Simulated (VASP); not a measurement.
# C (Fd-3m) in VASP: notebook

The runs below take C through single point, with PBEsol.

All numbers are computed with VASP 6.6.1; they aren't measurements. Logs are shortened: lines on timing, memory, paths and dates and some standing lists are left out, and cuts for length are marked.

### 1 The cell of the first run

The structure is cubic, space group Fd-3m (No. 227). The conventional cell has a = 3.543 Å, b = 3.543 Å, c = 3.543 Å, α = 90.00°, β = 90.00°, γ = 90.00°. Within 2.0 Å of C (site symmetry -43m) lie 4 C at 1.53 Å.

### 2 Single point, PBEsol

INCAR

```
SYSTEM = C
ALGO = Normal
EDIFF = 1E-6
ENCUT = 910
GGA = PS
GGA_COMPAT = .FALSE.
ISIF = 2
ISMEAR = 0
LASPH = .TRUE.
LCHARG = .TRUE.
LELF = .TRUE.
LREAL = .FALSE.
LVHAR = .TRUE.
LWAVE = .FALSE.
NBANDS = 11
NELM = 120
PREC = Accurate
SIGMA = 0.01
```

KPOINTS

```
k-points
0
G
  10 10 10
  0 0 0
```

POSCAR

```
C
1.0
    0.0000000000      1.7717304618      1.7717304618
    1.7717304618      0.0000000000      1.7717304618
    1.7717304618      1.7717304618      0.0000000000
C
2
Direct
    0.5000000000      0.5000000000      0.5000000000
    0.7500000000      0.7500000000      0.7500000000
```

Potentials or basis: VASP PAW PBE potentials, release 64 (C_h).

Command:

```sh
> cat potpaw_PBE.64/C_h/POTCAR > POTCAR
> mpirun -np 1 vasp_std > vasp.out
```

OUTCAR:

```text
SYSTEM = C
   EDIFF = 1E-6
   ENCUT = 910
   GGA = PS
   ISIF = 2
   ISMEAR = 0
   LASPH = .TRUE.
   LREAL = .FALSE.
   NELM = 120
   PREC = Accurate

 ion  position               nearest neighbor table
   1  0.500  0.500  0.500-
   2  0.750  0.750  0.750-

  LATTYP: Found a face centered cubic cell.
 ALAT       =     3.5434609236

  Lattice vectors:

 A1 = (   0.0000000000,   1.7717304618,   1.7717304618)
 A2 = (   1.7717304618,   0.0000000000,   1.7717304618)
 A3 = (   1.7717304618,   1.7717304618,   0.0000000000)

Analysis of symmetry for initial positions (statically):
=====================================================================
 Subroutine PRICEL returns:
 Original cell was already a primitive cell.

 Routine SETGRP: Setting up the symmetry group for a
 face centered cubic supercell.

 Subroutine GETGRP returns: Found 48 space group operations
 (whereof 24 operations were pure point group operations)
 out of a pool of 48 trial point group operations.

The static configuration has the point symmetry T_d .
 The point group associated with its full space group is O_h .

Analysis of symmetry for dynamics (positions and initial velocities):
=====================================================================
 Subroutine PRICEL returns:
 Original cell was already a primitive cell.

 Routine SETGRP: Setting up the symmetry group for a
 face centered cubic supercell.

 Subroutine GETGRP returns: Found 48 space group operations
 (whereof 24 operations were pure point group operations)
 out of a pool of 48 trial point group operations.

The dynamic configuration has the point symmetry T_d .
 The point group associated with its full space group is O_h .

 Subroutine INISYM returns: Found 48 space group operations
 (whereof 24 operations are pure point group operations),
 and found     1 'primitive' translations

----------------------------------------------------------------------------------------

                                     Primitive cell

  volume of cell :      11.1230

  direct lattice vectors                    reciprocal lattice vectors
     0.000000000  1.771730462  1.771730462    -0.282209970  0.282209970  0.282209970
     1.771730462  0.000000000  1.771730462     0.282209970 -0.282209970  0.282209970
     1.771730462  1.771730462  0.000000000     0.282209970  0.282209970 -0.282209970

  length of vectors
     2.505605248  2.505605248  2.505605248     0.488802006  0.488802006  0.488802006

  position of ions in fractional coordinates (direct lattice)
     0.500000000  0.500000000  0.500000000
     0.750000000  0.750000000  0.750000000

  ion indices of the primitive-cell ions
   primitive index   ion index
                 1           1
                 2           2

----------------------------------------------------------------------------------------

 KPOINTS: k-points

Automatic generation of k-mesh.
 Grid dimensions read from file:
 generate k-points for:   10   10   10

 Generating k-lattice:

  Cartesian coordinates                     Fractional coordinates (reciprocal lattice)
    -0.028220997  0.028220997  0.028220997     0.100000000  0.000000000  0.000000000
     0.028220997 -0.028220997  0.028220997     0.000000000  0.100000000  0.000000000
     0.028220997  0.028220997 -0.028220997     0.000000000  0.000000000  0.100000000

  Length of vectors
     0.048880201  0.048880201  0.048880201

  Shift w.r.t. Gamma in fractional coordinates (k-lattice)
     0.000000000  0.000000000  0.000000000

 Subroutine IBZKPT returns following result:
 ===========================================

 Found     47 irreducible k-points:

 Following reciprocal coordinates:
            Coordinates               Weight
  0.000000  0.000000  0.000000      1.000000
  0.100000  0.000000  0.000000      8.000000
  0.200000  0.000000  0.000000      8.000000
  0.300000  0.000000  0.000000      8.000000
  0.400000  0.000000  0.000000      8.000000
  0.500000  0.000000  0.000000      4.000000
[... 16 lines left out ...]
  0.300000  0.300000  0.000000      6.000000
  0.400000  0.300000  0.000000     24.000000
 [... further k-points ...]
   k-points           NKPTS =     47   k-points in BZ     NKDIM =     47   number of bands    NBANDS=     11
   number of dos      NEDOS =    301   number of ions     NIONS =      2
   total plane-waves  NPLWV =  21952
   dimension x,y,z NGX =    28 NGY =   28 NGZ =   28
   dimension x,y,z NGXF=    56 NGYF=   56 NGZF=   56
   ions per type =               2
   NGX,Y,Z   is equivalent  to a cutoff of  18.58, 18.58, 18.58 a.u.
   NGXF,Y,Z  is equivalent  to a cutoff of  37.16, 37.16, 37.16 a.u.
 SYSTEM =  C
   PREC   = accura    normal or accurate (medium, high low for compatibility)
   ISTART =      0    job   : 0-new  1-cont  2-samecut
   ICHARG =      2    charge: 1-file 2-atom 10-const
   ISPIN  =      1    spin polarized calculation?
   LNONCOLLINEAR =      F non collinear calculations
   LSORBIT =      F    spin-orbit coupling
   LASPH  =      T    aspherical Exc in radial PAW
   ENCUT  =  910.0 eV  66.88 Ry    8.18 a.u.   6.16  6.16  6.16*2*pi/ulx,y,z
   NELM   =    120;   NELMIN=  2; NELMDL= -5     # of ELM steps
   EDIFF  = 0.1E-05   stopping-criterion for ELM
   LREAL  =      F    real-space projection
   EDIFFG = 0.1E-04   stopping-criterion for IOM
   NSW    =      0    number of steps for IOM
   IBRION =     -1    ionic relax: 0-MD 1-quasi-New 2-CG
   NFREE  =      0    steps in history (QN), initial steepest desc. (CG)
   ISIF   =      2    stress and relaxation
   ISYM   =      2    0-nonsym 1-usesym 2-fastsym
   POTIM  = 0.5000    time-step for ionic-motion
   TEBEG  =    0.0;   TEEND  =   0.0 temperature during run
   PSTRESS=    0.0 pullay stress
   NELECT =       8.0000    total number of electrons
   NUPDOWN=      -1.0000    fix difference up-down
   EMIN   =  10.00;   EMAX   =-10.00  energy-range for DOS
   EFERMI =   0.00;   METHOD = LEGACY
   ISMEAR =     0;   SIGMA  =   0.01  broadening in eV -4-tet -1-fermi 0-gaus
   EFERMI_NEDOS =   21; number of points for ismear=-14 and -15
   IALGO  =     38    algorithm
   IMIX   =      4    mixing-type and parameters
     AMIX     =   0.40;   BMIX     =  1.00
     AMIX_MAG =   1.60;   BMIX_MAG =  1.00
  volume/ion in A,a.u.               =       5.56        37.53
  Fermi-wavevector in a.u.,A,eV,Ry     =   1.466776  2.771805 29.272014  2.151432
  Thomas-Fermi vector in A             =   2.582473
   LORBIT       =      0    0 simple, 1 ext, 2 COOP (PROOUT), +10 PAW based schemes
   GGA     = PS    functional components
   LHFCALC =     F    Hartree Fock is set to
   AEXX    =    0.0000 exact exchange contribution
   IVDW    =     0    specifies the selected vdW correction
   LEPSILON=     F    determine dielectric tensor
   LRPA    =     F    only Hartree local field effects (RPA)
 non-spin polarized calculation
 Gauss-broadening in eV      SIGMA  =   0.01
  energy-cutoff  :      910.00
  volume of cell :       11.12
 maximum number of plane-waves:       701
 NGX is ok and might be reduce to    28
   NGX = 13   NGY = 13   NGZ = 13

 number of electron       8.0000000 magnetization

 Free energy of the ion-electron system (eV)
  ---------------------------------------------------
  ext. energy  EPLUGINS =         0.00000000
  ---------------------------------------------------
  free energy    TOTEN  =       -19.27475678 eV

  energy without entropy =      -19.27475678  energy(sigma->0) =      -19.27475678

 E-fermi :  11.3109     XC(G=0): -13.6729

 val. band max:       11.2292682555   @ k =   0.0000   0.0000   0.0000
 cond. band min:      15.3116391514   @ k =   0.4000   0.4000   0.0000
 fundamental gap:      4.0823708959
 Fermi energy:        11.3109258359

 k-point     1 :       0.0000    0.0000    0.0000
  band No.  band energies     occupation
      1     -10.5556      2.00000
      2      11.2293      2.00000
      3      11.2293      2.00000
      4      11.2293      2.00000
      5      16.8280      0.00000
      6      16.8280      0.00000
      7      16.8280      0.00000
      8      25.0553      0.00000
      9      30.4474      0.00000
     10      37.8828      0.00000
     11      37.8828      0.00000

 k-point     2 :       0.1000    0.0000    0.0000
  band No.  band energies     occupation
      1     -10.2743      2.00000
      2       9.5175      2.00000
      3      10.7694      2.00000
      4      10.7694      2.00000
      5      17.4307      0.00000
      6      17.4307      0.00000
      7      17.8089      0.00000
      8      25.2544      0.00000
      9      30.9032      0.00000
     10      35.2261      0.00000
     11      35.2261      0.00000

 k-point     3 :       0.2000    0.0000    0.0000
  band No.  band energies     occupation
      1      -9.4353      2.00000
      2       6.2552      2.00000
      3       9.8725      2.00000
      4       9.8725      2.00000
      5      18.5822      0.00000
      6      18.5822      0.00000
      7      19.0862      0.00000
      8      25.7958      0.00000
      9      31.6897      0.00000
     10      33.6861      0.00000
     11      33.6861      0.00000

 k-point     4 :       0.3000    0.0000    0.0000
  band No.  band energies     occupation
      1      -8.0569      2.00000
      2       2.7973      2.00000
      3       9.0667      2.00000
      4       9.0667      2.00000
      5      19.4007      0.00000
      6      19.4007      0.00000
      7      19.8518      0.00000
      8      26.4311      0.00000
      9      32.0657      0.00000
     10      33.9768      0.00000
     11      33.9768      0.00000

 k-point     5 :       0.4000    0.0000    0.0000
  band No.  band energies     occupation
      1      -6.2037      2.00000
      2      -0.3989      2.00000
      3       8.5465      2.00000
      4       8.5465      2.00000
      5      19.6704      0.00000
      6      19.6704      0.00000
      7      20.2270      0.00000
      8      26.8096      0.00000
      9      32.6039      0.00000
     10      35.8102      0.00000
     11      35.8106      0.00000
[... 211 lines left out ...]
 k-point    21 :      -0.3000    0.2000    0.0000
  band No.  band energies     occupation
      1      -5.9221      2.00000
      2       1.3861      2.00000
      3       4.4974      2.00000
      4       8.1666      2.00000
      5      19.2093      0.00000
      6      21.1477      0.00000
      7      23.1272      0.00000
      8      25.8792      0.00000
      9      30.9963      0.00000
     10      32.3351      0.00000
     11      36.1355      0.00000

 k-point    22 :      -0.2000    0.2000    0.0000
  band No.  band energies     occupation
      1      -7.6015      2.00000
      2       4.1618      2.00000
      3       5.0673      2.00000
      4       9.2005      2.00000
      5      19.7832      0.00000
      6      19.8801      0.00000
      7      21.8289      0.00000
      8      25.1012      0.00000
      9      31.1894      0.00000
     10      32.2001      0.00000
     11      35.3561      0.00000

 k-point    23 :       0.3000    0.3000    0.0000
  band No.  band energies     occupation
      1      -7.2291      2.00000
      2       5.1244      2.00000
      3       6.2165      2.00000
      4       6.2165      2.00000
      5      15.4060      0.00000
      6      19.8183      0.00000
      7      24.5059      0.00000
      8      24.5059      0.00000
      9      32.3634      0.00000
     10      34.1304      0.00000
     11      42.1474      0.00000

 k-point    24 :       0.4000    0.3000    0.0000
  band No.  band energies     occupation
      1      -5.8859      2.00000
      2       3.1109      2.00000
      3       5.0933      2.00000
      4       5.7364      2.00000
      5      15.9604      0.00000
      6      19.1526      0.00000
      7      25.5082      0.00000
      8      25.5876      0.00000
      9      33.2540      0.00000
     10      34.2075      0.00000
     11      42.1331      0.00000

 [... further k-points ...]
[... 5 lines left out ...]
  --------------------------------------------------------------------------------------
  -------------------------------------------------------------------------------------
  Total        0.2781040      0.2781040      0.2781040     -0.0000000      0.0000000      0.0000000
  in kB       40.0585115     40.0585115     40.0585115     -0.0000000      0.0000000      0.0000000
  external PRESSURE =      40.0585115 kB  Pullay stress =       0.0000000 kB

 VOLUME and BASIS-vectors are now :
 -----------------------------------------------------------------------------
  energy-cutoff  :      910.00
  volume of cell :       11.12
      direct lattice vectors                 reciprocal lattice vectors
     0.000000000  1.771730462  1.771730462    -0.282209970  0.282209970  0.282209970
     1.771730462  0.000000000  1.771730462     0.282209970 -0.282209970  0.282209970
     1.771730462  1.771730462  0.000000000     0.282209970  0.282209970 -0.282209970

 POSITION                                       TOTAL-FORCE (eV/Angst)
 -----------------------------------------------------------------------------------
      1.77173      1.77173      1.77173         0.000000      0.000000      0.000000
      2.65760      2.65760      2.65760        -0.000000     -0.000000     -0.000000
 -----------------------------------------------------------------------------------
    total drift:                                0.000000      0.000000     -0.000000

  FREE ENERGIE OF THE ION-ELECTRON SYSTEM (eV)
  ---------------------------------------------------
  free  energy   TOTEN  =       -19.2747567764 eV

  energy  without entropy=      -19.2747567764  energy(sigma->0) =      -19.27475678
```

Wall time 20 s (1 thread of Intel Xeon Platinum 8259CL at 2.50GHz (Skylake/Cascade Lake), shared host); peak memory 0.14 GiB.

What came out:

```yaml
Free_energy: -19.2748 eV
Pressure: 4.0 GPa
Band_gap_on_the_k_mesh: 4.08 eV, indirect (least direct gap 5.60 eV)
```

Levels at points of the mesh, in eV from the valence-band top:
| k point | band 1 | band 2 | band 3 | band 4 | band 5 | band 6 | band 7 | band 8 |
| --- | --- | --- | --- | --- | --- | --- | --- | --- |
| (0.00, 0.00, 0.00) | -21.78 | 0.00 | 0.00 | 0.00 | 5.60 | 5.60 | 5.60 | 13.83 |
| (0.50, 0.00, 0.00) | -15.84 | -13.68 | -2.86 | -2.86 | 8.47 | 8.47 | 9.11 | 15.67 |
| (0.50, 0.50, 0.00) | -12.91 | -12.91 | -6.45 | -6.45 | 4.65 | 4.65 | 17.09 | 17.09 |

Caveat: the cutoff is under 1.25 times the usual one of these potentials, so pressure, stress and relaxed cells hold a basis-set (Pulay) error; the PAW data sets were made with another functional, which shifts forces and pressure a little.

### 3 Single point, PBEsol

This run uses another cell than the first one, of 5.44 Å³/atom, 0.978 times its volume.

INCAR

```
ALGO = Normal ; EDIFF = 1E-6
ENCUT = 910 ; GGA = PS
GGA_COMPAT = F ; ISIF = 2
ISMEAR = 0 ; LASPH = T
LCHARG = F ; LREAL = F
LWAVE = F ; NBANDS = 11
NELM = 120 ; PREC = Accurate
SIGMA = 0.01
```

KPOINTS

```
k-points
0
Gamma
  10 10 10
```

POSCAR

```
C
1.0
    0.0000000000      1.7583661101      1.7583661101
    1.7583661101      0.0000000000      1.7583661101
    1.7583661101      1.7583661101      0.0000000000
C
2
Direct
    0.5000000000      0.5000000000      0.5000000000
    0.7500000000      0.7500000000      0.7500000000
```

Potentials or basis: VASP PAW PBE potentials, release 64 (C_h).

Command:

```sh
> cat potpaw_PBE.64/C_h/POTCAR > POTCAR
> mpirun -np 1 vasp_std > vasp.out
```

It took 7.1 s on 1 thread of Intel Xeon Platinum 8375C at 2.90GHz (Ice Lake), shared host; peak memory 0.13 GiB.

The run converged. Its results:

| Property | Result |
| --- | --- |
| Free energy | -19.2593 eV |
| Pressure | 15.0 GPa |
| Band gap on the k mesh | 4.13 eV, indirect (least direct gap 5.66 eV) |

Levels at points of the mesh, in eV from the valence-band top:
```csv
k point,band 2,band 3,band 4,band 5,band 6,band 7
"(0.00, 0.00, 0.00)",0.00,0.00,0.00,5.66,5.66,5.66
"(0.50, 0.00, 0.00)",-13.94,-2.92,-2.92,8.56,8.56,9.42
"(0.50, 0.50, 0.00)",-13.08,-6.60,-6.60,4.69,4.69,17.44
```

Caveat: the cutoff is under 1.25 times the usual one of these potentials, so pressure, stress and relaxed cells hold a basis-set (Pulay) error; the PAW data sets were made with another functional, which shifts forces and pressure a little.

[end of part 1 of 2]
